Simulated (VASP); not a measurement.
# Al2Cl2F: relaxation of cell and atoms with PBE

Al2Cl2F:

```
Al Cl F
1.0
     5.12701    0.00000    0.00000
     0.00000    5.12701    0.00000
     0.00000    0.00000    6.25333
Al Cl F
2 2 1
Direct
  0.50000 0.50000 0.69840
  0.50000 0.50000 0.30160
  0.00000 0.50000 0.50000
  0.50000 0.00000 0.50000
  0.50000 0.50000 0.00000
```

The cell was built from a structure type or drawn by symmetry, and may not be a known phase.

```yaml
Program: VASP 6.6.1
Task: relaxation of cell and atoms
Functional: PBE
Potentials_or_basis: VASP PAW PBE potentials, release 64 (Al, Cl, F)
Cutoff: 600 eV
k_mesh: 8 × 8 × 6
Occupations: gaussian, width 0.1 eV
Spin: no spin polarisation
Dipole_correction: no
Further_INCAR_settings: ALGO = Normal; EDIFF = 1e-06; IBRION = 2; EDIFFG = -0.01; NSW = 100; ISIF = 3
```

The relaxed volume is 32.84 Å³/atom, the relaxed cell is a = 5.128 Å, b = 5.128 Å, c = 6.245 Å, α = 90.00°, β = 90.00°, γ = 90.00° and the space group after relaxing (to 0.1 Å) is P4/mmm (No. 123). The energy gained by relaxing is 0.0 meV/atom and the ionic steps are 2. The pressure after relaxing is 0.0 GPa. The largest force after relaxing is 0.006 eV/Å and the band gap on the k mesh is zero (an odd number of electrons rules out a gap without spin polarisation).

Forces in eV/Å, atoms in the order of the input:
```
Al   0.000  0.000 -0.006
Al   0.000  0.000  0.006
Cl   0.000  0.000  0.000
Cl   0.000  0.000  0.000
F    0.000  0.000  0.000
```

The path:
```
step  energy change (eV)  largest force (eV/Å)  pressure (GPa)  volume (Å³)
   1              0.0000                0.0058           -0.03       164.38
   2             -0.0001                0.0058            0.01       164.21
```

Final structure:
```xyz
5
Lattice="5.1279 0.0000 0.0000 0.0000 5.1279 0.0000 0.0000 0.0000 6.2449" Properties=species:S:1:pos:R:3 pbc="T T T"
Al    2.5640    2.5640    4.3617
Al    2.5640    2.5640    1.8832
Cl    0.0000    2.5640    3.1225
Cl    2.5640    5.1279    3.1225
F     2.5640    2.5640    0.0000
```

Levels at points of the mesh, in eV from the Fermi level:
| k point | band 11 | band 12 | band 13 | band 14 | band 15 | band 16 |
| --- | --- | --- | --- | --- | --- | --- |
| (0.00, 0.00, 0.00) | -3.48 | -2.78 | -2.78 | 0.92 | 1.72 | 2.68 |
| (0.50, 0.00, 0.00) | -3.34 | -3.20 | -1.14 | 0.70 | 1.79 | 1.95 |
| (0.50, 0.50, 0.00) | -3.36 | -2.26 | -0.41 | 0.14 | 1.68 | 1.68 |
| (0.00, 0.00, 0.50) | -3.50 | -2.78 | -2.78 | 0.29 | 2.87 | 2.87 |
| (0.50, 0.00, 0.50) | -3.34 | -3.20 | -0.81 | -0.51 | 2.11 | 3.12 |
| (0.50, 0.50, 0.50) | -3.36 | -2.26 | -1.68 | 0.62 | 1.65 | 1.65 |

Wall time 2.3 min on 1 thread of AMD EPYC 9R45 96-Core Processor (Zen 5), on a shared host, peak memory 0.4 GiB.

Caveat: an odd number of electrons without spin polarisation forces a metal; a magnetic or distorted state may lie lower.
